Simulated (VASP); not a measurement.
# TiHg: single point with LDA

TiHg:

```
CELL_PARAMETERS angstrom
2.96833 0.00000 0.00000
0.00000 2.96833 0.00000
0.00000 0.00000 3.98639
ATOMIC_POSITIONS crystal
Ti 0.50000 0.50000 0.50000
Hg 0.00000 0.00000 0.00000
```

```yaml
Program: VASP 6.6.1
Task: single point
Functional: LDA
Potentials_or_basis: VASP PAW LDA potentials, release 64 (Ti_sv, Hg)
Cutoff: 520 eV
k_mesh: 10 × 10 × 7
Occupations: fermi-dirac, width 0.05 eV
Spin: no spin polarisation
```

* Pressure: -1.0 GPa
* Band gap on the k mesh: zero (band 12 reaches 7.23 eV, above the bottom of band 13 at 6.19 eV)

Stress tensor (GPa, compression positive):
```
-1.58  0.00  0.00
 0.00 -1.58  0.00
 0.00  0.00  0.02
```

Levels at points of the mesh, in eV from the Fermi level:
| k point | band 8 | band 9 | band 10 | band 11 | band 12 | band 13 | band 14 | band 15 | band 16 | band 17 |
| --- | --- | --- | --- | --- | --- | --- | --- | --- | --- | --- |
| (0.00, 0.00, 0.00) | -7.13 | -7.13 | -6.61 | -0.47 | -0.28 | 1.31 | 2.06 | 2.06 | 2.59 | 7.91 |
| (0.50, 0.00, 0.00) | -7.33 | -6.92 | -3.91 | -3.46 | -1.13 | -0.46 | 1.19 | 1.83 | 3.78 | 8.36 |
| (0.50, 0.50, 0.00) | -7.63 | -5.83 | -2.14 | 0.29 | 0.29 | 1.28 | 1.28 | 1.48 | 3.37 | 4.53 |

Wall time 80 s on 1 thread of AMD EPYC 7R13 (shared host), peak memory 0.15 GiB.

Caveat: spin-orbit coupling is left out, which moves the levels of the heavy elements.
